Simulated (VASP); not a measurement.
# KCl (I4/mmm) in VASP: single point with HSE06

Aim: the single point of KCl with HSE06.

All numbers are computed with VASP 6.6.1; they aren't measurements. Logs are shortened: lines on timing, memory, paths and dates and some standing lists are left out, and cuts for length are marked.

### Step 1. The cell of the first run

The structure is tetragonal, space group I4/mmm (No. 139). Conventional cell: a = 4.681 Å, b = 4.681 Å, c = 6.209 Å, α = 90.00°, β = 90.00°, γ = 90.00°. Within 4.1 Å of K (site symmetry 4/mmm) lie 6 Cl at 3.10 to 3.31 Å. Cl (site symmetry 4/mmm) has 6 K at 3.10 to 3.31 Å within 4.1 Å.

### Step 2. Single point, HSE06 (epitaxial xy strain +5.2%)

Contents of POSCAR:

```
KCl
1.0
    0.0000000000      3.3099528590      3.1046155534
    3.3099528590      0.0000000000      3.1046155534
    3.3099528590      3.3099528590      0.0000000000
K Cl
1 1
Direct
    0.0000000000      0.0000000000      0.0000000000
    0.5000000000      0.5000000000      0.5000000000
```

Contents of INCAR.step1:

```
SYSTEM = KCl
PREC = Accurate
ENCUT = 520
EDIFF = 1E-5
ISMEAR = 0
SIGMA = 0.01
LREAL = .False.
LASPH = .True.
NELM = 100
ALGO = Normal
ISIF = 2
LWAVE = .True.
NBANDS = 15
GGA = PE
KPAR = 4
```

Contents of INCAR.step2:

```
SYSTEM = KCl
PREC = Accurate
ENCUT = 520
EDIFF = 1E-7
ISMEAR = 0
SIGMA = 0.01
LREAL = .False.
LASPH = .True.
NELM = 100
ALGO = Normal
ISIF = 2
LWAVE = .False.
LCHARG = .True.
GGA = PE
LHFCALC = .True.
HFSCREEN = 0.2079
PRECFOCK = Normal
LVHAR = .True.
NBANDS = 15
ISTART = 1
KPAR = 4
```

Contents of KPOINTS:

```
regular mesh
0
Gamma
  6 6 6
  0 0 0
```

Potentials or basis: VASP PAW PBE potentials, release 64 (K_sv, Cl).

The run is started by

```bash
$ cat potpaw_PBE.64/K_sv/POTCAR potpaw_PBE.64/Cl/POTCAR > POTCAR
$ cp INCAR.step1 INCAR
$ mpirun -np 4 vasp_std > vasp.out
$ cp INCAR.step2 INCAR
$ mpirun -np 4 vasp_std > vasp.out
```

OUTCAR:

```text
SYSTEM = KCl
   PREC = Accurate
   ENCUT = 520
   EDIFF = 1E-7
   ISMEAR = 0
   LREAL = .False.
   LASPH = .True.
   NELM = 100
   ISIF = 2
   GGA = PE
   LHFCALC = .True.
   HFSCREEN = 0.2079
   PRECFOCK = Normal
   ISTART = 1

 ion  position               nearest neighbor table
   1  0.000  0.000  0.000-   2 3.10   2 3.10
   2  0.500  0.500  0.500-   1 3.10   1 3.10

  LATTYP: Found a body centered tetragonal cell.
 ALAT       =     4.6809802240
 C/A-ratio  =     1.3264809526

  Lattice vectors:

 A1 = (   0.0000000000,  -3.3099528590,  -3.1046155534)
 A2 = (   0.0000000000,   3.3099528590,  -3.1046155534)
 A3 = (   3.3099528590,   0.0000000000,   3.1046155534)

Analysis of symmetry for initial positions (statically):
=====================================================================
 Subroutine PRICEL returns:
 Original cell was already a primitive cell.

 Routine SETGRP: Setting up the symmetry group for a
 body centered tetragonal supercell.

 Subroutine GETGRP returns: Found 16 space group operations
 (whereof 16 operations were pure point group operations)
 out of a pool of 16 trial point group operations.

The static configuration has the point symmetry D_4h.

Analysis of symmetry for dynamics (positions and initial velocities):
=====================================================================
 Subroutine PRICEL returns:
 Original cell was already a primitive cell.

 Routine SETGRP: Setting up the symmetry group for a
 body centered tetragonal supercell.

 Subroutine GETGRP returns: Found 16 space group operations
 (whereof 16 operations were pure point group operations)
 out of a pool of 16 trial point group operations.

The dynamic configuration has the point symmetry D_4h.

 Subroutine INISYM returns: Found 16 space group operations
 (whereof 16 operations are pure point group operations),
 and found     1 'primitive' translations

----------------------------------------------------------------------------------------

                                     Primitive cell

  volume of cell :      68.0270

  direct lattice vectors                    reciprocal lattice vectors
     0.000000000  3.309952859  3.104615553    -0.151059553  0.151059553  0.161050536
     3.309952859  0.000000000  3.104615553     0.151059553 -0.151059553  0.161050536
     3.309952859  3.309952859  0.000000000     0.151059553  0.151059553 -0.161050536

  length of vectors
     4.538108159  4.538108159  4.680980224     0.267535516  0.267535516  0.267535516

  position of ions in fractional coordinates (direct lattice)
     0.000000000  0.000000000  0.000000000
     0.500000000  0.500000000  0.500000000

  ion indices of the primitive-cell ions
   primitive index   ion index
                 1           1
                 2           2

----------------------------------------------------------------------------------------

 KPOINTS: regular mesh

Automatic generation of k-mesh.
 Grid dimensions read from file:
 generate k-points for:    6    6    6

 Generating k-lattice:

  Cartesian coordinates                     Fractional coordinates (reciprocal lattice)
    -0.025176592  0.025176592  0.026841756     0.166666667 -0.000000000  0.000000000
     0.025176592 -0.025176592  0.026841756    -0.000000000  0.166666667  0.000000000
     0.025176592  0.025176592 -0.026841756     0.000000000  0.000000000  0.166666667

  Length of vectors
     0.044589253  0.044589253  0.044589253

  Shift w.r.t. Gamma in fractional coordinates (k-lattice)
     0.000000000  0.000000000  0.000000000

 Subroutine IBZKPT returns following result:
 ===========================================

 Found     30 irreducible k-points:

 Following reciprocal coordinates:
            Coordinates               Weight
  0.000000  0.000000  0.000000      1.000000
  0.166667  0.000000  0.000000      8.000000
  0.333333  0.000000  0.000000      8.000000
  0.500000  0.000000  0.000000      4.000000
  0.166667  0.166667  0.000000      2.000000
  0.333333  0.166667  0.000000      8.000000
[... 16 lines left out ...]
  0.333333  0.000000  0.333333      4.000000
  0.500000  0.000000  0.333333     16.000000
 [... further k-points ...]
   k-points           NKPTS =     30   k-points in BZ     NKDIM =    216   number of bands    NBANDS=     15
   number of dos      NEDOS =    301   number of ions     NIONS =      2
   total plane-waves  NPLWV =  46656
   dimension x,y,z NGX =    36 NGY =   36 NGZ =   36
   dimension x,y,z NGXF=    72 NGYF=   72 NGZF=   72
   ions per type =               1   1
   NGX,Y,Z   is equivalent  to a cutoff of  13.19, 13.19, 12.79 a.u.
   NGXF,Y,Z  is equivalent  to a cutoff of  26.38, 26.38, 25.57 a.u.
 SYSTEM =  KCl
   PREC   = accura    normal or accurate (medium, high low for compatibility)
   ISTART =      1    job   : 0-new  1-cont  2-samecut
   ICHARG =      0    charge: 1-file 2-atom 10-const
   ISPIN  =      1    spin polarized calculation?
   LNONCOLLINEAR =      F non collinear calculations
   LSORBIT =      F    spin-orbit coupling
   LASPH  =      T    aspherical Exc in radial PAW
   ENCUT  =  520.0 eV  38.22 Ry    6.18 a.u.   8.44  8.44  8.70*2*pi/ulx,y,z
   NELM   =    100;   NELMIN=  2; NELMDL=  0     # of ELM steps
   EDIFF  = 0.1E-06   stopping-criterion for ELM
   LREAL  =      F    real-space projection
   EDIFFG = 0.1E-05   stopping-criterion for IOM
   NSW    =      0    number of steps for IOM
   IBRION =     -1    ionic relax: 0-MD 1-quasi-New 2-CG
   NFREE  =      0    steps in history (QN), initial steepest desc. (CG)
   ISIF   =      2    stress and relaxation
   ISYM   =      3    0-nonsym 1-usesym 2-fastsym
   POTIM  = 0.5000    time-step for ionic-motion
   TEBEG  =    0.0;   TEEND  =   0.0 temperature during run
   PSTRESS=    0.0 pullay stress
   NELECT =      16.0000    total number of electrons
   NUPDOWN=      -1.0000    fix difference up-down
   EMIN   =  10.00;   EMAX   =-10.00  energy-range for DOS
   EFERMI =   0.00;   METHOD = LEGACY
   ISMEAR =     0;   SIGMA  =   0.01  broadening in eV -4-tet -1-fermi 0-gaus
   EFERMI_NEDOS =   21; number of points for ismear=-14 and -15
   IALGO  =     38    algorithm
   IMIX   =      1    mixing-type and parameters
     AMIX     =   0.40;   BMIX     =  1.00
     AMIX_MAG =   1.60;   BMIX_MAG =  1.00
  volume/ion in A,a.u.               =      34.01       229.53
  Fermi-wavevector in a.u.,A,eV,Ry     =   1.010542  1.909647 13.894202  1.021195
  Thomas-Fermi vector in A             =   2.143537
   LORBIT       =      0    0 simple, 1 ext, 2 COOP (PROOUT), +10 PAW based schemes
   GGA     = PE    functional components
   LHFCALC =     T    Hartree Fock is set to
   PRECFOCK=normal    Normal, Fast or Accurate (Low or Medium for compatibility)
   ENCUT4O =  -1.0   cutoff for four orbital integrals eV
   NKREDX  =     1    reduce k-point grid by
   NKREDY  =     1    reduce k-point grid by
   NKREDZ  =     1    reduce k-point grid by
   AEXX    =    0.2500 exact exchange contribution
   HFSCREEN=    0.2079 screening length (either q_TF or 0.3 A-1)
   HFSCREENC=   0.2079 screening length for correlation (either q_TF or 0.3 A-1)
   ENCUTFOCK=  -1.0 apply spherical cutoff to Coloumb kernel
   IVDW    =     0    specifies the selected vdW correction
   LEPSILON=     F    determine dielectric tensor
   LRPA    =     F    only Hartree local field effects (RPA)
 non-spin polarized calculation
 Gauss-broadening in eV      SIGMA  =   0.01
  energy-cutoff  :      520.00
  volume of cell :       68.03
 maximum number of plane-waves:      1852
 NGX is ok and might be reduce to    36
  NGX = 28; NGY = 28; NGZ = 28

 number of electron      16.0000000 magnetization

 Free energy of the ion-electron system (eV)
  ---------------------------------------------------
  ext. energy  EPLUGINS =         0.00000000
  ---------------------------------------------------
  free energy    TOTEN  =        -7.84226496 eV

  energy without entropy =       -7.84226496  energy(sigma->0) =       -7.84226496

 E-fermi :  -2.9551     XC(G=0):  -6.0229

 val. band max:       -3.1378394650   @ k =   0.0000   0.0000   0.0000
 cond. band min:       3.0276254724   @ k =   0.0000   0.0000   0.0000
 fundamental gap:      6.1654649374
 Fermi energy:        -2.9550664151

 k-point     1 :       0.0000    0.0000    0.0000
  band No.  band energies     occupation
      1     -32.6273      2.00000
      2     -16.3208      2.00000
      3     -14.7370      2.00000
      4     -14.7370      2.00000
      5     -14.7350      2.00000
      6      -3.1552      2.00000
      7      -3.1552      2.00000
      8      -3.1378      2.00000
      9       3.0276      0.00000
     10       6.5700      0.00000
     11       6.5700      0.00000
     12       6.9497      0.00000
     13       7.4758      0.00000
     14       7.8451      0.00000
     15      10.7698      0.00000

 k-point     2 :       0.1667    0.0000    0.0000
  band No.  band energies     occupation
      1     -32.6255      2.00000
      2     -16.3586      2.00000
      3     -14.7403      2.00000
      4     -14.7368      2.00000
      5     -14.6818      2.00000
      6      -3.4229      2.00000
      7      -3.2244      2.00000
      8      -3.2185      2.00000
      9       3.6191      0.00000
     10       6.4378      0.00000
     11       6.9175      0.00000
     12       7.1575      0.00000
     13       7.7997      0.00000
     14       8.2060      0.00000
     15      11.7669      0.00000

 k-point     3 :       0.3333    0.0000    0.0000
  band No.  band energies     occupation
      1     -32.6220      2.00000
      2     -16.4279      2.00000
      3     -14.7468      2.00000
      4     -14.7378      2.00000
      5     -14.5795      2.00000
      6      -3.8939      2.00000
      7      -3.3605      2.00000
      8      -3.3572      2.00000
      9       4.8410      0.00000
     10       6.3526      0.00000
     11       7.8514      0.00000
     12       8.0283      0.00000
     13       8.6118      0.00000
     14       9.1145      0.00000
     15      10.7707      0.00000
[... 343 lines left out ...]
 k-point    23 :       0.3333    0.0000    0.3333
  band No.  band energies     occupation
      1     -32.6209      2.00000
      2     -16.2973      2.00000
      3     -14.7685      2.00000
      4     -14.7582      2.00000
      5     -14.7513      2.00000
      6      -3.7832      2.00000
      7      -3.3095      2.00000
      8      -3.2946      2.00000
      9       5.1423      0.00000
     10       5.1981      0.00000
     11       8.2779      0.00000
     12       8.4305      0.00000
     13       8.9077      0.00000
     14       9.0721      0.00000
     15       9.8539      0.00000

 k-point    24 :       0.5000    0.0000    0.3333
  band No.  band energies     occupation
      1     -32.6192      2.00000
      2     -16.2984      2.00000
      3     -14.8095      2.00000
      4     -14.7625      2.00000
      5     -14.7141      2.00000
      6      -3.7855      2.00000
      7      -3.4759      2.00000
      8      -3.3627      2.00000
      9       5.2335      0.00000
     10       6.1965      0.00000
     11       7.6823      0.00000
     12       8.7296      0.00000
     13       8.8965      0.00000
     14       9.6919      0.00000
     15      10.0418      0.00000

 [... further k-points ...]
[... 5 lines left out ...]
  --------------------------------------------------------------------------------------
  -------------------------------------------------------------------------------------
  Total       -0.5548447     -0.5548447      0.1703166      0.0000000     -0.0000000      0.0000000
  in kB      -13.0677423    -13.0677423      4.0113090      0.0000000     -0.0000000      0.0000000
  external PRESSURE =      -7.3747252 kB  Pullay stress =       0.0000000 kB

 VOLUME and BASIS-vectors are now :
 -----------------------------------------------------------------------------
  energy-cutoff  :      520.00
  volume of cell :       68.03
      direct lattice vectors                 reciprocal lattice vectors
     0.000000000  3.309952859  3.104615553    -0.151059553  0.151059553  0.161050536
     3.309952859  0.000000000  3.104615553     0.151059553 -0.151059553  0.161050536
     3.309952859  3.309952859  0.000000000     0.151059553  0.151059553 -0.161050536

 POSITION                                       TOTAL-FORCE (eV/Angst)
 -----------------------------------------------------------------------------------
      0.00000      0.00000      0.00000        -0.000000     -0.000000     -0.000000
      3.30995      3.30995      3.10462         0.000000      0.000000      0.000000
 -----------------------------------------------------------------------------------
    total drift:                                0.000000     -0.000000      0.000000

  FREE ENERGIE OF THE ION-ELECTRON SYSTEM (eV)
  ---------------------------------------------------
  free  energy   TOTEN  =        -7.8422649578 eV

  energy  without entropy=       -7.8422649578  energy(sigma->0) =       -7.84226496
```

It took 30 min on 4 MPI ranks of Intel Xeon Platinum 8259CL at 2.50GHz (Skylake/Cascade Lake), shared host; peak memory 0.34 GiB.

Results:

```yaml
Free_energy: -7.8423 eV
Pressure: -0.7 GPa
Band_gap_on_the_k_mesh: 6.17 eV
```

Stress tensor (GPa, compression positive):
```
-1.31  0.00  0.00
 0.00 -1.31  0.00
 0.00  0.00  0.40
```

Levels at points of the mesh, in eV from the valence-band top:
```csv
k point,band 4,band 5,band 6,band 7,band 8,band 9,band 10,band 11,band 12,band 13
"(0.00, 0.00, 0.00)",-11.60,-11.60,-0.02,-0.02,0.00,6.17,9.71,9.71,10.09,10.61
"(0.50, 0.00, 0.00)",-11.60,-11.39,-0.96,-0.29,-0.28,8.60,9.67,11.92,12.05,12.26
"(0.50, 0.50, 0.00)",-11.65,-11.65,-0.59,-0.28,-0.28,7.84,9.47,11.19,11.91,12.08
"(0.50, 0.00, 0.50)",-11.64,-11.63,-0.67,-0.22,-0.19,7.97,9.35,10.79,11.79,12.03
```

Caveat: the cell differs from its parent crystal (epitaxial xy strain +5.2%); the PAW data sets were made with another functional, which shifts forces and pressure a little.
